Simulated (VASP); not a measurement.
# GaAs (dlda) (F-43m) in VASP: further runs

GaAs (dlda) is run at these levels: LDA; tasks: single point, relaxation of cell and atoms.

Everything below comes from runs of VASP 6.6.1. Logs are shortened: lines on timing, memory, paths and dates and some standing lists are left out, and cuts for length are marked.

### 1 The cell of the first run

Symmetry: F-43m, No. 216, cubic system. The conventional cell has a = 5.603 Å, b = 5.603 Å, c = 5.603 Å, α = 90.00°, β = 90.00°, γ = 90.00°. Within 3.2 Å of Ga (site symmetry -43m) lie 4 As at 2.43 Å. As (site symmetry -43m) has 4 Ga at 2.43 Å within 3.2 Å.

### 2 Single point, LDA

INCAR

```
SYSTEM = GaAs
PREC = Accurate
ENCUT = 520
EDIFF = 1E-6
ISMEAR = 0
SIGMA = 0.1
LREAL = .False.
LASPH = .True.
NELM = 100
ALGO = Normal
ISIF = 2
LWAVE = .False.
LCHARG = .False.
NBANDS = 16
```

KPOINTS

```
regular mesh
0
Gamma
  10 10 10
  0 0 0
```

POSCAR

```
GaAs
1.0
    0.0000000000      2.8015691422      2.8015691422
    2.8015691422      0.0000000000      2.8015691422
    2.8015691422      2.8015691422      0.0000000000
Ga As
1 1
Direct
    0.0000000000      0.0000000000      0.0000000000
    0.7500000000      0.7500000000      0.7500000000
```

Potentials or basis: VASP PAW LDA potentials, release 64 (Ga_d, As).

Launch:

```
$ cat potpaw_LDA.64/Ga_d/POTCAR potpaw_LDA.64/As/POTCAR > POTCAR
$ mpirun -np 1 vasp_std > vasp.out
```

OUTCAR:

```text
SYSTEM = GaAs
   PREC = Accurate
   ENCUT = 520
   EDIFF = 1E-6
   ISMEAR = 0
   LREAL = .False.
   LASPH = .True.
   NELM = 100
   ISIF = 2

 ion  position               nearest neighbor table
   1  0.000  0.000  0.000-   2 2.43   2 2.43   2 2.43   2 2.43
   2  0.750  0.750  0.750-   1 2.43   1 2.43   1 2.43   1 2.43

  LATTYP: Found a face centered cubic cell.
 ALAT       =     5.6031382844

  Lattice vectors:

 A1 = (   0.0000000000,   2.8015691422,   2.8015691422)
 A2 = (   2.8015691422,   0.0000000000,   2.8015691422)
 A3 = (   2.8015691422,   2.8015691422,   0.0000000000)

Analysis of symmetry for initial positions (statically):
=====================================================================
 Subroutine PRICEL returns:
 Original cell was already a primitive cell.

 Routine SETGRP: Setting up the symmetry group for a
 face centered cubic supercell.

 Subroutine GETGRP returns: Found 24 space group operations
 (whereof 24 operations were pure point group operations)
 out of a pool of 48 trial point group operations.

The static configuration has the point symmetry T_d .

Analysis of symmetry for dynamics (positions and initial velocities):
=====================================================================
 Subroutine PRICEL returns:
 Original cell was already a primitive cell.

 Routine SETGRP: Setting up the symmetry group for a
 face centered cubic supercell.

 Subroutine GETGRP returns: Found 24 space group operations
 (whereof 24 operations were pure point group operations)
 out of a pool of 48 trial point group operations.

The dynamic configuration has the point symmetry T_d .

 Subroutine INISYM returns: Found 24 space group operations
 (whereof 24 operations are pure point group operations),
 and found     1 'primitive' translations

----------------------------------------------------------------------------------------

                                     Primitive cell

  volume of cell :      43.9779

  direct lattice vectors                    reciprocal lattice vectors
     0.000000000  2.801569142  2.801569142    -0.178471412  0.178471412  0.178471412
     2.801569142  0.000000000  2.801569142     0.178471412 -0.178471412  0.178471412
     2.801569142  2.801569142  0.000000000     0.178471412  0.178471412 -0.178471412

  length of vectors
     3.962017077  3.962017077  3.962017077     0.309121553  0.309121553  0.309121553

  position of ions in fractional coordinates (direct lattice)
     0.000000000  0.000000000  0.000000000
     0.750000000  0.750000000  0.750000000

  ion indices of the primitive-cell ions
   primitive index   ion index
                 1           1
                 2           2

----------------------------------------------------------------------------------------

 KPOINTS: regular mesh

Automatic generation of k-mesh.
 Grid dimensions read from file:
 generate k-points for:   10   10   10

 Generating k-lattice:

  Cartesian coordinates                     Fractional coordinates (reciprocal lattice)
    -0.017847141  0.017847141  0.017847141     0.100000000  0.000000000  0.000000000
     0.017847141 -0.017847141  0.017847141     0.000000000  0.100000000  0.000000000
     0.017847141  0.017847141 -0.017847141     0.000000000  0.000000000  0.100000000

  Length of vectors
     0.030912155  0.030912155  0.030912155

  Shift w.r.t. Gamma in fractional coordinates (k-lattice)
     0.000000000  0.000000000  0.000000000

 Subroutine IBZKPT returns following result:
 ===========================================

 Found     47 irreducible k-points:

 Following reciprocal coordinates:
            Coordinates               Weight
  0.000000  0.000000  0.000000      1.000000
  0.100000  0.000000  0.000000      8.000000
  0.200000  0.000000  0.000000      8.000000
  0.300000  0.000000  0.000000      8.000000
  0.400000  0.000000  0.000000      8.000000
  0.500000  0.000000  0.000000      4.000000
[... 16 lines left out ...]
  0.300000  0.300000  0.000000      6.000000
  0.400000  0.300000  0.000000     24.000000
 [... further k-points ...]
   k-points           NKPTS =     47   k-points in BZ     NKDIM =     47   number of bands    NBANDS=     16
   number of dos      NEDOS =    301   number of ions     NIONS =      2
   total plane-waves  NPLWV =  27000
   dimension x,y,z NGX =    30 NGY =   30 NGZ =   30
   dimension x,y,z NGXF=    60 NGYF=   60 NGZF=   60
   ions per type =               1   1
   NGX,Y,Z   is equivalent  to a cutoff of  12.59, 12.59, 12.59 a.u.
   NGXF,Y,Z  is equivalent  to a cutoff of  25.18, 25.18, 25.18 a.u.
 SYSTEM =  GaAs
   PREC   = accura    normal or accurate (medium, high low for compatibility)
   ISTART =      0    job   : 0-new  1-cont  2-samecut
   ICHARG =      2    charge: 1-file 2-atom 10-const
   ISPIN  =      1    spin polarized calculation?
   LNONCOLLINEAR =      F non collinear calculations
   LSORBIT =      F    spin-orbit coupling
   LASPH  =      T    aspherical Exc in radial PAW
   ENCUT  =  520.0 eV  38.22 Ry    6.18 a.u.   7.37  7.37  7.37*2*pi/ulx,y,z
   NELM   =    100;   NELMIN=  2; NELMDL= -5     # of ELM steps
   EDIFF  = 0.1E-05   stopping-criterion for ELM
   LREAL  =      F    real-space projection
[... 7 lines left out ...]
   TEBEG  =    0.0;   TEEND  =   0.0 temperature during run
   PSTRESS=    0.0 pullay stress
   NELECT =      18.0000    total number of electrons
   NUPDOWN=      -1.0000    fix difference up-down
   EMIN   =  10.00;   EMAX   =-10.00  energy-range for DOS
   EFERMI =   0.00;   METHOD = LEGACY
   ISMEAR =     0;   SIGMA  =   0.10  broadening in eV -4-tet -1-fermi 0-gaus
   EFERMI_NEDOS =   21; number of points for ismear=-14 and -15
   IALGO  =     38    algorithm
   IMIX   =      4    mixing-type and parameters
     AMIX     =   0.40;   BMIX     =  1.00
     AMIX_MAG =   1.60;   BMIX_MAG =  1.00
  volume/ion in A,a.u.               =      21.99       148.39
  Fermi-wavevector in a.u.,A,eV,Ry     =   1.215498  2.296959 20.101736  1.477436
  Thomas-Fermi vector in A             =   2.350883
   LORBIT       =      0    0 simple, 1 ext, 2 COOP (PROOUT), +10 PAW based schemes
   GGA     = CA    functional components
   LHFCALC =     F    Hartree Fock is set to
   AEXX    =    0.0000 exact exchange contribution
   IVDW    =     0    specifies the selected vdW correction
   LEPSILON=     F    determine dielectric tensor
   LRPA    =     F    only Hartree local field effects (RPA)
 non-spin polarized calculation
 Gauss-broadening in eV      SIGMA  =   0.10
  energy-cutoff  :      520.00
  volume of cell :       43.98
 maximum number of plane-waves:      1243
 NGX is ok and might be reduce to    30
   NGX = 15   NGY = 15   NGZ = 15

 number of electron      18.0000013 magnetization

 Free energy of the ion-electron system (eV)
  ---------------------------------------------------
  ext. energy  EPLUGINS =         0.00000000
  ---------------------------------------------------
  free energy    TOTEN  =        -9.64101185 eV

  energy without entropy =       -9.64101170  energy(sigma->0) =       -9.64101177

 E-fermi :   4.3391     XC(G=0): -10.0318

 val. band max:        4.0613629993   @ k =   0.0000   0.0000   0.0000
 cond. band min:       4.5974771837   @ k =   0.0000   0.0000   0.0000
 fundamental gap:      0.5361141843
 Fermi energy:         4.3390650252

 k-point     1 :       0.0000    0.0000    0.0000
  band No.  band energies     occupation
      1     -10.9177      2.00000
      2     -10.9177      2.00000
      3     -10.9177      2.00000
      4     -10.8329      2.00000
      5     -10.8329      2.00000
      6      -8.8994      2.00000
[... 8 lines left out ...]
     15      14.3004      0.00000
     16      14.3004      0.00000

 k-point     2 :       0.1000    0.0000    0.0000
  band No.  band energies     occupation
      1     -10.9274      2.00000
      2     -10.9152      2.00000
      3     -10.9152      2.00000
      4     -10.8330      2.00000
      5     -10.8330      2.00000
      6      -8.7774      2.00000
[... 8 lines left out ...]
     15      13.5584      0.00000
     16      13.5584      0.00000

 k-point     3 :       0.2000    0.0000    0.0000
  band No.  band energies     occupation
      1     -10.9509      2.00000
      2     -10.9090      2.00000
      3     -10.9090      2.00000
      4     -10.8330      2.00000
      5     -10.8330      2.00000
      6      -8.4267      2.00000
[... 8 lines left out ...]
     15      13.0414      0.00000
     16      13.0414      0.00000

 k-point     4 :       0.3000    0.0000    0.0000
  band No.  band energies     occupation
      1     -10.9771      2.00000
      2     -10.9025      2.00000
      3     -10.9025      2.00000
      4     -10.8318      2.00000
      5     -10.8318      2.00000
      6      -7.8996      2.00000
[... 8 lines left out ...]
     15      13.4285      0.00000
     16      13.4285      0.00000

 k-point     5 :       0.4000    0.0000    0.0000
  band No.  band energies     occupation
      1     -10.9965      2.00000
      2     -10.8982      2.00000
      3     -10.8982      2.00000
      4     -10.8298      2.00000
      5     -10.8298      2.00000
      6      -7.3324      2.00000
[... 8 lines left out ...]
     15      14.6785      0.00000
     16      14.6785      0.00000

 k-point     6 :       0.5000    0.0000    0.0000
  band No.  band energies     occupation
      1     -11.0036      2.00000
      2     -10.8969      2.00000
      3     -10.8969      2.00000
      4     -10.8287      2.00000
      5     -10.8287      2.00000
      6      -7.0506      2.00000
[... 8 lines left out ...]
     15      16.0128      0.00000
     16      16.0128      0.00000
[... 267 lines left out ...]
 k-point    21 :      -0.3000    0.2000    0.0000
  band No.  band energies     occupation
      1     -11.0002      2.00000
      2     -10.8934      2.00000
      3     -10.8911      2.00000
      4     -10.8344      2.00000
      5     -10.8323      2.00000
      6      -7.1765      2.00000
[... 8 lines left out ...]
     15      14.2779      0.00000
     16      16.1971      0.00000

 k-point    22 :      -0.2000    0.2000    0.0000
  band No.  band energies     occupation
      1     -10.9841      2.00000
      2     -10.8987      2.00000
      3     -10.8970      2.00000
      4     -10.8362      2.00000
      5     -10.8308      2.00000
      6      -7.7187      2.00000
[... 8 lines left out ...]
     15      14.6484      0.00000
     16      15.4464      0.00000

 k-point    23 :       0.3000    0.3000    0.0000
  band No.  band energies     occupation
      1     -11.0030      2.00000
      2     -10.8835      2.00000
      3     -10.8835      2.00000
      4     -10.8504      2.00000
      5     -10.8239      2.00000
      6      -7.5525      2.00000
[... 8 lines left out ...]
     15      15.7570      0.00000
     16      16.5170      0.00000

 k-point    24 :       0.4000    0.3000    0.0000
  band No.  band energies     occupation
      1     -11.0159      2.00000
      2     -10.8788      2.00000
      3     -10.8771      2.00000
      4     -10.8525      2.00000
      5     -10.8226      2.00000
      6      -7.0918      2.00000
[... 8 lines left out ...]
     15      16.4683      0.00000
     16      16.9349      0.00000

 [... further k-points ...]

------------------------ aborting loop because EDIFF is reached ----------------------------------------

  FORCE on cell =-STRESS in cart. coord.  units (eV):
  Direction    XX          YY          ZZ          XY          YZ          ZX
  --------------------------------------------------------------------------------------
  -------------------------------------------------------------------------------------
  Total        0.0865469      0.0865469      0.0865469      0.0000000     -0.0000000     -0.0000000
  in kB        3.1530282      3.1530282      3.1530282      0.0000000     -0.0000000     -0.0000000
  external PRESSURE =       3.1530282 kB  Pullay stress =       0.0000000 kB

 VOLUME and BASIS-vectors are now :
 -----------------------------------------------------------------------------
  energy-cutoff  :      520.00
  volume of cell :       43.98
      direct lattice vectors                 reciprocal lattice vectors
     0.000000000  2.801569142  2.801569142    -0.178471412  0.178471412  0.178471412
     2.801569142  0.000000000  2.801569142     0.178471412 -0.178471412  0.178471412
     2.801569142  2.801569142  0.000000000     0.178471412  0.178471412 -0.178471412

 POSITION                                       TOTAL-FORCE (eV/Angst)
 -----------------------------------------------------------------------------------
      0.00000      0.00000      0.00000        -0.000000     -0.000000     -0.000000
      4.20235      4.20235      4.20235         0.000000      0.000000      0.000000
 -----------------------------------------------------------------------------------
    total drift:                                0.000000      0.000000      0.000000

  FREE ENERGIE OF THE ION-ELECTRON SYSTEM (eV)
  ---------------------------------------------------
  free  energy   TOTEN  =        -9.6410118479 eV

  energy  without entropy=       -9.6410117012  energy(sigma->0) =       -9.64101177
```

It took 15 s on 1 thread of Intel Xeon 6975P-C (Granite Rapids), shared host; peak memory 0.17 GiB.

What came out:

```
Free energy            : -9.6410 eV
Pressure               : 0.3 GPa
Band gap on the k mesh : 0.54 eV, direct
```

A k mesh can miss the band edges. LDA gaps usually lie below the measured ones, often by a third to a half.

### 3 Single point, LDA

INCAR

```
  ALGO = Normal
  EDIFF = 1E-6
  ENCUT = 520
  ISIF = 2
  ISMEAR = 0
  LASPH = T
  LCHARG = F
  LREAL = F
  LWAVE = F
  NBANDS = 16
  NELM = 80
  PREC = Accurate
  SIGMA = 0.02
```

KPOINTS

```
k-points
0
Gamma
  10 10 10
```

POSCAR is that of step 2.

Potentials or basis: VASP PAW LDA potentials, release 64 (Ga_d, As).

Launch:

```
$ cat potpaw_LDA.64/Ga_d/POTCAR potpaw_LDA.64/As/POTCAR > POTCAR
$ mpirun -np 1 vasp_std > vasp.out
```

Run time: 14 s. Hardware: 1 thread of Intel Xeon 6975P-C (Granite Rapids), shared host; peak memory 0.17 GiB.

It converged, with:

```
Free energy            : -9.6410 eV
Pressure               : 0.3 GPa
Band gap on the k mesh : 0.54 eV, direct
```

Levels at points of the mesh, in eV from the valence-band top:
```
           k point  band 6  band 7  band 8  band 9  band 10  band 11  band 12  band 13
(0.00, 0.00, 0.00)  -12.96    0.00    0.00    0.00     0.54     3.68     3.68     3.68
(0.50, 0.00, 0.00)  -11.11   -6.84   -1.19   -1.19     0.94     4.59     4.59     7.59
(0.50, 0.50, 0.00)  -10.34   -7.00   -2.79   -2.79     1.29     1.54    10.26    10.26
```

A k mesh can miss the band edges. Expect the measured gap to be larger: semilocal functionals such as LDA lack the derivative discontinuity.

### 4 Single point, LDA

INCAR

```
SYSTEM = GaAs
  PREC = Accurate
  ENCUT = 520
  EDIFF = 1E-6
  ISMEAR = 0
  SIGMA = 0.01
  LREAL = .False.
  LASPH = .True.
  NELM = 60
  ALGO = Normal
  ISIF = 2
  LWAVE = .False.
  LCHARG = .True.
  LELF = .True.
  LVHAR = .True.
  NBANDS = 16
```

KPOINTS

```
Automatic mesh
0
Gamma
  12 12 12
  0 0 0
```

POSCAR is that of step 3.

Launch:

```
$ cat potpaw_LDA.64/Ga_d/POTCAR potpaw_LDA.64/As/POTCAR > POTCAR
$ mpirun -np 1 vasp_std > vasp.out
```

Wall time 25 s (1 thread of Intel Xeon 6975P-C (Granite Rapids), shared host); peak memory 0.18 GiB.

The run converged. Its results:

- Free energy: -9.6420 eV
- Pressure: 0.3 GPa
- Band gap on the k mesh: 0.54 eV, direct

Levels at points of the mesh, in eV from the valence-band top:
| k point | band 6 | band 7 | band 8 | band 9 | band 10 | band 11 | band 12 | band 13 |
| --- | --- | --- | --- | --- | --- | --- | --- | --- |
| (0.00, 0.00, 0.00) | -12.96 | 0.00 | 0.00 | 0.00 | 0.54 | 3.68 | 3.68 | 3.68 |
| (0.50, 0.00, 0.00) | -11.11 | -6.84 | -1.19 | -1.19 | 0.94 | 4.59 | 4.59 | 7.59 |
| (0.50, 0.50, 0.00) | -10.34 | -7.00 | -2.79 | -2.79 | 1.29 | 1.54 | 10.26 | 10.26 |

A k mesh can miss the band edges. LDA gaps usually lie below the measured ones, often by a third to a half.

(Continued in part 2 of 2.)
